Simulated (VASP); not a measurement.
## Rh: single point with r2SCAN

The system is Rh.

```
Rh
1.0
     0.00000    1.90081    1.90081
     1.90081    0.00000    1.90081
     1.90081    1.90081    0.00000
Rh
1
Direct
  0.00000 0.00000 0.00000
```

```yaml
Program: VASP 6.6.1
Task: single point
Functional: r2SCAN
Potentials_or_basis: VASP PAW PBE potentials, release 64 (Rh_pv)
Cutoff: 520 eV
k_mesh: 14 × 14 × 14
Occupations: gaussian, width 0.1 eV
Spin: no spin polarisation
```

The pressure is 0.9 GPa.

Levels at points of the mesh, in eV from the Fermi level:
| k point | band 3 | band 4 | band 5 | band 6 | band 7 | band 8 | band 9 | band 10 | band 11 | band 12 |
| --- | --- | --- | --- | --- | --- | --- | --- | --- | --- | --- |
| (0.00, 0.00, 0.00) | -47.76 | -8.17 | -3.15 | -3.15 | -3.15 | -1.05 | -1.05 | 16.73 | 17.44 | 22.49 |
| (0.50, 0.00, 0.00) | -47.87 | -6.32 | -3.27 | -3.27 | 0.62 | 0.62 | 0.92 | 9.12 | 16.29 | 17.44 |
| (0.50, 0.50, 0.00) | -48.05 | -6.53 | -6.16 | 0.54 | 1.08 | 1.08 | 3.50 | 12.91 | 14.03 | 14.03 |

Wall time 36 s on 1 thread of Intel(R) Xeon(R) Platinum 8559C (Emerald Rapids) (shared host), peak memory 0.14 GiB.

Caveat: the PAW data sets were made with another functional, which shifts forces and pressure a little.
